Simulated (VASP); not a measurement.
# SrO (F-43m) in VASP: elastic constants with r2SCAN

Aim: the elastic constants of SrO with r2SCAN.

All numbers are computed with VASP 6.6.1; they aren't measurements. Logs are shortened: lines on timing, memory, paths and dates and some standing lists are left out, and cuts for length are marked.

## Step 1: The cell of the first run

Symmetry: F-43m, No. 216, cubic system. Conventional cell: a = 5.584 Å, b = 5.584 Å, c = 5.584 Å, α = 90.00°, β = 90.00°, γ = 90.00°. Sr (site symmetry -43m) has 4 O at 2.42 Å within 3.2 Å. O (site symmetry -43m) has 4 Sr at 2.42 Å within 3.2 Å.

## Step 2: Elastic constants, r2SCAN

File INCAR:

```
ALGO = Normal
EDIFF = 1E-8
ENCUT = 600
IBRION = 6
ISIF = 3
ISMEAR = 0
LASPH = T
LCHARG = F
LMIXTAU = T
LREAL = F
LWAVE = F
METAGGA = R2SCAN
NELM = 100
NFREE = 2
NSW = 1
POTIM = 0.015
PREC = Accurate
SIGMA = 0.05
```

File KPOINTS:

```
k-points
0
Gamma
  8 8 8
```

File POSCAR:

```
SrO
1.0
    0.0000000000      2.7921730098      2.7921730098
    2.7921730098      0.0000000000      2.7921730098
    2.7921730098      2.7921730098      0.0000000000
Sr O
1 1
Direct
    0.0000000000      0.0000000000      0.0000000000
    0.2500000000      0.2500000000      0.2500000000
```

Potentials or basis: VASP PAW PBE potentials, release 64 (Sr_sv, O).

Command:

```
> cat potpaw_PBE.64/Sr_sv/POTCAR potpaw_PBE.64/O/POTCAR > POTCAR
> mpirun -np 1 vasp_std > vasp.out
```

OUTCAR:

```text
EDIFF = 1E-8
   ENCUT = 600
   IBRION = 6
   ISIF = 3
   ISMEAR = 0
   LASPH = T
   LREAL = F
   METAGGA = R2SCAN
   NELM = 100
   NFREE = 2
   NSW = 1
   POTIM = 0.015
   PREC = Accurate

 ion  position               nearest neighbor table
   1  0.000  0.000  0.000-   2 2.42   2 2.42   2 2.42   2 2.42
   2  0.250  0.250  0.250-   1 2.42   1 2.42   1 2.42   1 2.42

  LATTYP: Found a face centered cubic cell.
 ALAT       =     5.5843460196

  Lattice vectors:

 A1 = (   0.0000000000,   2.7921730098,   2.7921730098)
 A2 = (   2.7921730098,   0.0000000000,   2.7921730098)
 A3 = (   2.7921730098,   2.7921730098,   0.0000000000)

Analysis of symmetry for initial positions (statically):
=====================================================================
 Subroutine PRICEL returns:
 Original cell was already a primitive cell.

 Routine SETGRP: Setting up the symmetry group for a
 face centered cubic supercell.

 Subroutine GETGRP returns: Found 24 space group operations
 (whereof 24 operations were pure point group operations)
 out of a pool of 48 trial point group operations.

The static configuration has the point symmetry T_d .

Analysis of symmetry for dynamics (positions and initial velocities):
=====================================================================
 Subroutine PRICEL returns:
 Original cell was already a primitive cell.

 Routine SETGRP: Setting up the symmetry group for a
 face centered cubic supercell.

 Subroutine GETGRP returns: Found 24 space group operations
 (whereof 24 operations were pure point group operations)
 out of a pool of 48 trial point group operations.

The dynamic configuration has the point symmetry T_d .

 Subroutine INISYM returns: Found 24 space group operations
 (whereof 24 operations are pure point group operations),
 and found     1 'primitive' translations

----------------------------------------------------------------------------------------

                                     Primitive cell

  volume of cell :      43.5368

  direct lattice vectors                    reciprocal lattice vectors
     0.000000000  2.792173010  2.792173010    -0.179071998  0.179071998  0.179071998
     2.792173010  0.000000000  2.792173010     0.179071998 -0.179071998  0.179071998
     2.792173010  2.792173010  0.000000000     0.179071998  0.179071998 -0.179071998

  length of vectors
     3.948728939  3.948728939  3.948728939     0.310161799  0.310161799  0.310161799

  position of ions in fractional coordinates (direct lattice)
     0.000000000  0.000000000  0.000000000
     0.250000000  0.250000000  0.250000000

  ion indices of the primitive-cell ions
   primitive index   ion index
                 1           1
                 2           2

----------------------------------------------------------------------------------------

 KPOINTS: k-points

Automatic generation of k-mesh.
 Grid dimensions read from file:
 generate k-points for:    8    8    8

 Generating k-lattice:

  Cartesian coordinates                     Fractional coordinates (reciprocal lattice)
    -0.022384000  0.022384000  0.022384000     0.125000000  0.000000000  0.000000000
     0.022384000 -0.022384000  0.022384000     0.000000000  0.125000000  0.000000000
[... 107 lines left out ...]
  energy without entropy =      -26.63445801  energy(sigma->0) =      -26.63445801

------------------------ aborting loop because EDIFF is reached ----------------------------------------

  FORCE on cell =-STRESS in cart. coord.  units (eV):
  Direction    XX          YY          ZZ          XY          YZ          ZX
  --------------------------------------------------------------------------------------
  -------------------------------------------------------------------------------------
  Total        0.1048732      0.1048732      0.1048732      0.0000000      0.0000000     -0.0000000
  in kB        3.8593869      3.8593869      3.8593869      0.0000000      0.0000000     -0.0000000
  external PRESSURE =       3.8593869 kB  Pullay stress =       0.0000000 kB
[... 89 lines left out ...]
  FREE ENERGIE OF THE ION-ELECTRON SYSTEM (eV)
  ---------------------------------------------------
  free  energy   TOTEN  =       -26.6306505630 eV

  energy  without entropy=      -26.6306505630  energy(sigma->0) =      -26.63065056

[... ionic steps 4 to 14 ...]

--------------------------------------- Ionic step       15  -------------------------------------------

 number of electron      16.0000003 magnetization

------------------------ aborting loop because EDIFF is reached ----------------------------------------
[... 67 lines left out ...]
--------------------------------------- Ionic step       17  -------------------------------------------

 number of electron      16.0000001 magnetization

 Free energy of the ion-electron system (eV)
  ---------------------------------------------------
  ext. energy  EPLUGINS =         0.00000000
  ---------------------------------------------------
  free energy    TOTEN  =       -26.63384204 eV

  energy without entropy =      -26.63384204  energy(sigma->0) =      -26.63384204

 E-fermi :   0.1936     XC(G=0):  -9.1302

 val. band max:       -0.0273372174   @ k =  -0.2500   0.5000   0.2500
 cond. band min:       2.8764926488   @ k =   0.0000   0.0000   0.0000
 fundamental gap:      2.9038298662
 Fermi energy:         0.1936007538

 k-point     1 :       0.0000    0.0000    0.0000
  band No.  band energies     occupation
      1     -33.3175      2.00000
      2     -15.7630      2.00000
      3     -14.5850      2.00000
      4     -14.5820      2.00000
      5     -14.5802      2.00000
      6      -0.8799      2.00000
      7      -0.8748      2.00000
      8      -0.8686      2.00000
      9       2.8765      0.00000
     10       8.6555      0.00000
     11       8.6569      0.00000
     12       9.9716      0.00000
[... 331 lines left out ...]
 k-point    24 :      -0.3750    0.2500    0.1250
  band No.  band energies     occupation
      1     -33.2438      2.00000
      2     -16.9770      2.00000
      3     -14.8839      2.00000
      4     -14.7242      2.00000
      5     -13.4332      2.00000
      6      -0.7036      2.00000
      7      -0.6396      2.00000
      8      -0.3025      2.00000
      9       5.2227      0.00000
     10       6.6682      0.00000
     11       8.3809      0.00000
     12       9.5559      0.00000

 [... further k-points ...]
[... 5 lines left out ...]
  --------------------------------------------------------------------------------------
  -------------------------------------------------------------------------------------
  Total        0.1052822      0.1075498      0.1075498      0.0000000      0.0840181      0.0000000
  in kB        3.8744378      3.9578865      3.9578865      0.0000000      3.0919077      0.0000000
  external PRESSURE =       3.9300703 kB  Pullay stress =       0.0000000 kB
[... 17 lines left out ...]
  FREE ENERGIE OF THE ION-ELECTRON SYSTEM (eV)
  ---------------------------------------------------
  free  energy   TOTEN  =       -26.6338420442 eV

  energy  without entropy=      -26.6338420442  energy(sigma->0) =      -26.63384204

 INTERNAL STRAIN TENSORS FROM STRAINED CELLS
 ============================================

 INTERNAL STRAIN TENSOR FOR ION    1 for displacements in x,y,z  (eV/Angst):
          X           Y           Z          XY          YZ          ZX
  --------------------------------------------------------------------------------
  x    -0.00000    -0.00000    -0.00000    -0.00000     5.59825     0.00000
  y    -0.00000     0.00000    -0.00000    -0.00000    -0.00000     5.59832
  z    -0.00000     0.00000     0.00000     5.59749     0.00000     0.00000

 INTERNAL STRAIN TENSORS FROM DISPLACED ATOMS
 ============================================

 INTERNAL STRAIN TENSOR FOR ION    1 for displacements in x,y,z  (eV/Angst):
          X           Y           Z          XY          YZ          ZX
  --------------------------------------------------------------------------------
  x    -0.00000     0.00000     0.00000     0.00000     5.59683     0.00000
  y     0.00000     0.00000     0.00000     0.00000     0.00000     5.59683
  z     0.00000     0.00000    -0.00000     5.59683     0.00000     0.00000

 INTERNAL STRAIN TENSOR FOR ION    2 for displacements in x,y,z  (eV/Angst):
          X           Y           Z          XY          YZ          ZX
  --------------------------------------------------------------------------------
  x     0.00000    -0.00000    -0.00000     0.00000    -5.60072     0.00000
  y     0.00000     0.00000     0.00000     0.00000     0.00000    -5.60072
  z     0.00000     0.00000     0.00000    -5.60072     0.00000     0.00000

 Eigenvectors and eigenvalues of the dynamical matrix
 ----------------------------------------------------

   1 f  =   10.000332 THz    62.833941 2PiTHz  333.575178 cm-1    41.358032 meV
             X         Y         Z           dx          dy          dz
      0.000000  0.000000  0.000000     0.000000    0.392410    0.000000
      1.396087  1.396087  1.396087     0.000000   -0.919790    0.000000
[... 21 lines left out ...]
   6 f/i=    0.005878 THz     0.036931 2PiTHz    0.196061 cm-1     0.024308 meV
             X         Y         Z           dx          dy          dz
      0.000000  0.000000  0.000000     0.000000    0.000000    0.919790
      1.396087  1.396087  1.396087     0.000000    0.000000    0.392410

--------------------------------------------------------------------------------------------------------

 ELASTIC MODULI CONTR FROM IONIC RELAXATION (kBar)
 Direction    XX          YY          ZZ          XY          YZ          ZX
 --------------------------------------------------------------------------------
 XX          -0.0000      0.0000      0.0000     -0.0000      0.0000      0.0000
 YY           0.0000     -0.0000     -0.0000     -0.0000     -0.0000     -0.0000
 ZZ           0.0000     -0.0000     -0.0000      0.0000     -0.0000      0.0000
 XY          -0.0000     -0.0000      0.0000   -208.6032      0.0000      0.0000
 YZ           0.0000     -0.0000     -0.0000      0.0000   -208.6032      0.0000
 ZX           0.0000     -0.0000      0.0000      0.0000      0.0000   -208.6032
 --------------------------------------------------------------------------------

 TOTAL ELASTIC MODULI (kBar)
 Direction    XX          YY          ZZ          XY          YZ          ZX
 --------------------------------------------------------------------------------
 XX         727.7615    636.8914    636.8914     -0.0000      0.0000      0.0000
 YY         636.8914    727.7615    636.8914     -0.0000     -0.0000     -0.0000
 ZZ         636.8914    636.8914    727.7615     -0.0000     -0.0000      0.0000
 XY          -0.0000     -0.0000     -0.0000    260.5234      0.0000      0.0000
 YZ           0.0000     -0.0000     -0.0000      0.0000    260.5234     -0.0000
 ZX           0.0000     -0.0000      0.0000      0.0000     -0.0000    260.5234
 --------------------------------------------------------------------------------
```

Run time: 58 min. Hardware: 1 thread of Oxide Virtual Turin-like, shared host; peak memory 0.33 GiB.

What came out:

- Elastic constants C11, C12, C44: 73, 64, 26 GPa
- Voigt bulk modulus: 67 GPa
- Highest phonon frequency at Γ, LO-TO splitting left out: 334 cm⁻¹

Phonon frequencies in cm⁻¹ (negative: imaginary):
```csv
q point,frequencies
"(0.000, 0.000, 0.000)",0 0 0 334 334 334
```

Elastic tensor in Voigt notation (GPa, in the Cartesian axes of the cell as first typed):
```
73 64 64  0  0  0
64 73 64  0  0  0
64 64 73  0  0  0
 0  0  0 26  0  0
 0  0  0  0 26  0
 0  0  0  0  0 26
```

Clamped-ion elastic tensor (GPa):
```
73 64 64  0  0  0
64 73 64  0  0  0
64 64 73  0  0  0
 0  0  0 47  0  0
 0  0  0  0 47  0
 0  0  0  0  0 47
```

Caveat: the PAW data sets were made with another functional, which shifts forces and pressure a little.
